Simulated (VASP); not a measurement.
# Ca (P6_3/mmc) in VASP: further runs

Ca is run at these levels: PBE; tasks: single point.

All numbers are computed with VASP 6.6.1; they aren't measurements. Logs are shortened: lines on timing, memory, paths and dates and some standing lists are left out, and cuts for length are marked.

## 1. The cell of the first run

It takes space group P6_3/mmc (No. 194, hexagonal). Conventional cell: a = 3.944 Å, b = 3.944 Å, c = 6.480 Å, α = 90.00°, β = 90.00°, γ = 120.00°. Within 5.2 Å of Ca (site symmetry -6m2) lie 12 Ca at 3.94 to 3.96 Å.

## 2. Single point, PBE (volume scaled by 1.03, then relaxed in part)

File INCAR:

```
SYSTEM = Ca
ALGO = Fast
EDIFF = 1E-6
ENCUT = 520
GGA = PE
ISIF = 2
ISMEAR = 0
LASPH = .True.
LCHARG = .False.
LREAL = .False.
LWAVE = .False.
NBANDS = 17
NELM = 60
PREC = Accurate
SIGMA = 0.1
```

File KPOINTS:

```
k-points
0
Gamma
  12 12 8
  0 0 0
```

File POSCAR:

```
Ca
1.0
    3.9440736953      0.0000000000      0.0000000000
   -1.9720368477      3.4156680145      0.0000000000
    0.0000000000      0.0000000000      6.4798387031
Ca
2
Direct
    0.3333333333      0.6666666667      0.2500000000
    0.6666666667      0.3333333333      0.7500000000
```

Potentials or basis: VASP PAW PBE potentials, release 64 (Ca_sv).

Command:

```sh
> cat potpaw_PBE.64/Ca_sv/POTCAR > POTCAR
> mpirun -np 1 vasp_std > vasp.out
```

OUTCAR:

```text
SYSTEM = Ca
   EDIFF = 1E-6
   ENCUT = 520
   GGA = PE
   ISIF = 2
   ISMEAR = 0
   LASPH = .True.
   LREAL = .False.
   NELM = 60
   PREC = Accurate

 ion  position               nearest neighbor table
   1  0.333  0.667  0.250-
   2  0.667  0.333  0.750-

  LATTYP: Found a hexagonal cell.
 ALAT       =     3.9440736953
 C/A-ratio  =     1.6429304328

  Lattice vectors:

 A1 = (   3.9440736953,   0.0000000000,   0.0000000000)
 A2 = (  -1.9720368477,   3.4156680145,   0.0000000000)
 A3 = (   0.0000000000,   0.0000000000,   6.4798387031)

Analysis of symmetry for initial positions (statically):
=====================================================================
 Subroutine PRICEL returns:
 Original cell was already a primitive cell.

 Routine SETGRP: Setting up the symmetry group for a
 hexagonal supercell.

 Subroutine GETGRP returns: Found 24 space group operations
 (whereof 12 operations were pure point group operations)
 out of a pool of 24 trial point group operations.

The static configuration has the point symmetry D_3d.
 The point group associated with its full space group is D_6h.

Analysis of symmetry for dynamics (positions and initial velocities):
=====================================================================
 Subroutine PRICEL returns:
 Original cell was already a primitive cell.

 Routine SETGRP: Setting up the symmetry group for a
 hexagonal supercell.

 Subroutine GETGRP returns: Found 24 space group operations
 (whereof 12 operations were pure point group operations)
 out of a pool of 24 trial point group operations.

The dynamic configuration has the point symmetry D_3d.
 The point group associated with its full space group is D_6h.

 Subroutine INISYM returns: Found 24 space group operations
 (whereof 12 operations are pure point group operations),
 and found     1 'primitive' translations

----------------------------------------------------------------------------------------

                                     Primitive cell

  volume of cell :      87.2941

  direct lattice vectors                    reciprocal lattice vectors
     3.944073695  0.000000000  0.000000000     0.253544958  0.146384250  0.000000000
    -1.972036848  3.415668015  0.000000000     0.000000000  0.292768500  0.000000000
     0.000000000  0.000000000  6.479838703     0.000000000  0.000000000  0.154324829

  length of vectors
     3.944073695  3.944073695  6.479838703     0.292768500  0.292768500  0.154324829

  position of ions in fractional coordinates (direct lattice)
     0.333333333  0.666666667  0.250000000
     0.666666667  0.333333333  0.750000000

  ion indices of the primitive-cell ions
   primitive index   ion index
                 1           1
                 2           2

----------------------------------------------------------------------------------------

 KPOINTS: k-points

Automatic generation of k-mesh.
 Grid dimensions read from file:
 generate k-points for:   12   12    8

 Generating k-lattice:

  Cartesian coordinates                     Fractional coordinates (reciprocal lattice)
     0.021128747  0.012198687  0.000000000     0.083333333  0.000000000  0.000000000
     0.000000000  0.024397375  0.000000000     0.000000000  0.083333333  0.000000000
     0.000000000  0.000000000  0.019290604     0.000000000  0.000000000  0.125000000

  Length of vectors
     0.024397375  0.024397375  0.019290604

  Shift w.r.t. Gamma in fractional coordinates (k-lattice)
     0.000000000  0.000000000  0.000000000

 Subroutine IBZKPT returns following result:
 ===========================================

 Found     95 irreducible k-points:

 Following reciprocal coordinates:
            Coordinates               Weight
  0.000000  0.000000  0.000000      1.000000
  0.083333 -0.000000  0.000000      6.000000
  0.166667  0.000000  0.000000      6.000000
  0.250000  0.000000  0.000000      6.000000
  0.333333  0.000000  0.000000      6.000000
  0.416667 -0.000000  0.000000      6.000000
[... 16 lines left out ...]
  0.250000  0.000000  0.125000     12.000000
  0.333333  0.000000  0.125000     12.000000
 [... further k-points ...]
   k-points           NKPTS =     95   k-points in BZ     NKDIM =     95   number of bands    NBANDS=     17
   number of dos      NEDOS =    301   number of ions     NIONS =      2
   total plane-waves  NPLWV =  43200
   dimension x,y,z NGX =    30 NGY =   30 NGZ =   48
   dimension x,y,z NGXF=    60 NGYF=   60 NGZF=   96
   ions per type =               2
   NGX,Y,Z   is equivalent  to a cutoff of  12.65, 12.65, 12.31 a.u.
   NGXF,Y,Z  is equivalent  to a cutoff of  25.29, 25.29, 24.63 a.u.
 SYSTEM =  Ca
   PREC   = accura    normal or accurate (medium, high low for compatibility)
   ISTART =      0    job   : 0-new  1-cont  2-samecut
   ICHARG =      2    charge: 1-file 2-atom 10-const
   ISPIN  =      1    spin polarized calculation?
   LNONCOLLINEAR =      F non collinear calculations
   LSORBIT =      F    spin-orbit coupling
   LASPH  =      T    aspherical Exc in radial PAW
   ENCUT  =  520.0 eV  38.22 Ry    6.18 a.u.   7.33  7.33 12.05*2*pi/ulx,y,z
   NELM   =     60;   NELMIN=  2; NELMDL= -5     # of ELM steps
   EDIFF  = 0.1E-05   stopping-criterion for ELM
   LREAL  =      F    real-space projection
   EDIFFG = 0.1E-04   stopping-criterion for IOM
   NSW    =      0    number of steps for IOM
   IBRION =     -1    ionic relax: 0-MD 1-quasi-New 2-CG
   NFREE  =      0    steps in history (QN), initial steepest desc. (CG)
   ISIF   =      2    stress and relaxation
   ISYM   =      2    0-nonsym 1-usesym 2-fastsym
   POTIM  = 0.5000    time-step for ionic-motion
   TEBEG  =    0.0;   TEEND  =   0.0 temperature during run
   PSTRESS=    0.0 pullay stress
   NELECT =      20.0000    total number of electrons
   NUPDOWN=      -1.0000    fix difference up-down
   EMIN   =  10.00;   EMAX   =-10.00  energy-range for DOS
   EFERMI =   0.00;   METHOD = LEGACY
   ISMEAR =     0;   SIGMA  =   0.10  broadening in eV -4-tet -1-fermi 0-gaus
   EFERMI_NEDOS =   21; number of points for ismear=-14 and -15
   IALGO  =     68    algorithm
   IMIX   =      4    mixing-type and parameters
     AMIX     =   0.40;   BMIX     =  1.00
     AMIX_MAG =   1.60;   BMIX_MAG =  1.00
  volume/ion in A,a.u.               =      43.65       294.54
  Fermi-wavevector in a.u.,A,eV,Ry     =   1.001744  1.893021 13.653311  1.003490
  Thomas-Fermi vector in A             =   2.134185
   LORBIT       =      0    0 simple, 1 ext, 2 COOP (PROOUT), +10 PAW based schemes
   GGA     = PE    functional components
   LHFCALC =     F    Hartree Fock is set to
   AEXX    =    0.0000 exact exchange contribution
   IVDW    =     0    specifies the selected vdW correction
   LEPSILON=     F    determine dielectric tensor
   LRPA    =     F    only Hartree local field effects (RPA)
 non-spin polarized calculation
 RMM-DIIS sequential band-by-band and
 Gauss-broadening in eV      SIGMA  =   0.10
  energy-cutoff  :      520.00
  volume of cell :       87.29
 maximum number of plane-waves:      2382
 NGX is ok and might be reduce to    30
   NGX = 15   NGY = 15   NGZ = 25

 number of electron      19.9999998 magnetization

 Free energy of the ion-electron system (eV)
  ---------------------------------------------------
  ext. energy  EPLUGINS =         0.00000000
  ---------------------------------------------------
  free energy    TOTEN  =        -3.85452842 eV

  energy without entropy =       -3.84386541  energy(sigma->0) =       -3.84919692

 E-fermi :   1.8908     XC(G=0):  -7.6312

 val. band max:        1.8881111851   @ k =   0.3333   0.0000   0.0000
 cond. band min:       1.8975891317   @ k =   0.2500   0.0833   0.0000
 fundamental gap:      0.0094779466
 Fermi energy:         1.8907919732

 k-point     1 :       0.0000    0.0000    0.0000
  band No.  band energies     occupation
      1     -40.2537      2.00000
      2     -40.2425      2.00000
      3     -21.2907      2.00000
      4     -21.1935      2.00000
      5     -21.1935      2.00000
      6     -21.1771      2.00000
[... 9 lines left out ...]
     16       4.4092      0.00000
     17       4.7986      0.00000

 k-point     2 :       0.0833   -0.0000    0.0000
  band No.  band energies     occupation
      1     -40.2530      2.00000
      2     -40.2421      2.00000
      3     -21.2880      2.00000
      4     -21.1998      2.00000
      5     -21.1955      2.00000
      6     -21.1836      2.00000
[... 9 lines left out ...]
     16       4.4828      0.00000
     17       4.6858      0.00000

 k-point     3 :       0.1667    0.0000    0.0000
  band No.  band energies     occupation
      1     -40.2510      2.00000
      2     -40.2411      2.00000
      3     -21.2804      2.00000
      4     -21.2171      2.00000
      5     -21.2012      2.00000
      6     -21.2009      2.00000
[... 9 lines left out ...]
     16       4.4587      0.00000
     17       4.5606      0.00000

 k-point     4 :       0.2500    0.0000    0.0000
  band No.  band energies     occupation
      1     -40.2483      2.00000
      2     -40.2399      2.00000
      3     -21.2689      2.00000
      4     -21.2409      2.00000
      5     -21.2249      2.00000
      6     -21.2079      2.00000
[... 9 lines left out ...]
     16       4.7103      0.00000
     17       4.7591      0.00000
[... 343 lines left out ...]
      1     -40.2507      2.00000
      2     -40.2415      2.00000
      3     -21.2771      2.00000
      4     -21.2159      2.00000
      5     -21.2034      2.00000
      6     -21.2001      2.00000
[... 9 lines left out ...]
     16       4.6160      0.00000
     17       4.7131      0.00000

 k-point    23 :       0.2500    0.0000    0.1250
  band No.  band energies     occupation
      1     -40.2480      2.00000
      2     -40.2403      2.00000
      3     -21.2683      2.00000
      4     -21.2379      2.00000
      5     -21.2269      2.00000
      6     -21.2071      2.00000
[... 9 lines left out ...]
     16       4.7666      0.00000
     17       4.7848      0.00000

 k-point    24 :       0.3333    0.0000    0.1250
  band No.  band energies     occupation
      1     -40.2451      2.00000
      2     -40.2392      2.00000
      3     -21.2704      2.00000
      4     -21.2522      2.00000
      5     -21.2450      2.00000
      6     -21.2139      2.00000
[... 9 lines left out ...]
     16       5.0605      0.00000
     17       5.1830      0.00000

 [... further k-points ...]
[... 5 lines left out ...]
  --------------------------------------------------------------------------------------
  -------------------------------------------------------------------------------------
  Total       -0.2652744     -0.2652744     -0.2809815      0.0000000      0.0000000      0.0000000
  in kB       -4.8687905     -4.8687905     -5.1570748      0.0000000      0.0000000      0.0000000
  external PRESSURE =      -4.9648852 kB  Pullay stress =       0.0000000 kB

 VOLUME and BASIS-vectors are now :
 -----------------------------------------------------------------------------
  energy-cutoff  :      520.00
  volume of cell :       87.29
      direct lattice vectors                 reciprocal lattice vectors
     3.944073695  0.000000000  0.000000000     0.253544958  0.146384250  0.000000000
    -1.972036848  3.415668015  0.000000000     0.000000000  0.292768500  0.000000000
     0.000000000  0.000000000  6.479838703     0.000000000  0.000000000  0.154324829

 POSITION                                       TOTAL-FORCE (eV/Angst)
 -----------------------------------------------------------------------------------
     -0.00000      2.27711      1.61996         0.000000      0.000000     -0.000000
      1.97204      1.13856      4.85988        -0.000000     -0.000000      0.000000
 -----------------------------------------------------------------------------------
    total drift:                               -0.000000      0.000000     -0.000000

  FREE ENERGIE OF THE ION-ELECTRON SYSTEM (eV)
  ---------------------------------------------------
  free  energy   TOTEN  =        -3.8545284240 eV

  energy  without entropy=       -3.8438654090  energy(sigma->0) =       -3.84919692
```

Wall time 84 s (1 thread of Intel Xeon 6975P-C (Granite Rapids), shared host); peak memory 0.27 GiB.

What came out:

| Property | Result |
| --- | --- |
| Free energy | -3.8545 eV |
| Pressure | -0.5 GPa |
| Band gap on the k mesh | zero (band 10 reaches 2.15 eV, above the bottom of band 11 at 1.62 eV) |

(Continued in part 2 of 2.)
